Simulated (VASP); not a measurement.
Input of a VASP 6.6.1 run:

INCAR

```
SYSTEM = CaS
PREC     = Accurate       ! precision mode
ENCUT    = 400            ! plane-wave cutoff, eV
EDIFF    = 1E-8           ! SCF threshold, eV
ISMEAR   = -1             ! smearing method
SIGMA    = 0.01           ! smearing width, eV
LREAL    = .False.        ! projectors in reciprocal space
LASPH    = .True.         ! aspherical terms in the spheres
NELM     = 120            ! most SCF steps
ALGO     = Normal         ! electronic algorithm
ISIF     = 2              ! what is computed and relaxed
LWAVE    = .False.        ! write WAVECAR
LCHARG   = .False.        ! write CHGCAR
GGA      = PE             ! functional
LEFG     = .True.       
NBANDS   = 15             ! bands
GGA_COMPAT= .False.
```

The input KPOINTS:

```
regular mesh
0
Gamma
  7 7 7
  0 0 0
```

File POSCAR:

```
CaS
1.0
    0.0000000000      2.8896148424      2.8896148424
    2.8896148424      0.0000000000      2.8896148424
    2.8896148424      2.8896148424      0.0000000000
Ca S
1 1
Direct
    0.0000000000      0.0000000000      0.0000000000
    0.5000000000      0.5000000000      0.5000000000
```

Potentials or basis: VASP PAW PBE potentials, release 64 (Ca_sv, S).

Run with:

```sh
$ cat potpaw_PBE.64/Ca_sv/POTCAR potpaw_PBE.64/S/POTCAR > POTCAR
$ mpirun -np 1 vasp_std > vasp.out
```

Task: Estimate the band gap on the k mesh.

Result: 2.51 eV (least direct gap 3.27 eV).

Task: Estimate the pressure.

Result: -1.7 GPa.

Caveat: an odd mesh through Γ misses points on the zone boundary, where band edges can lie.
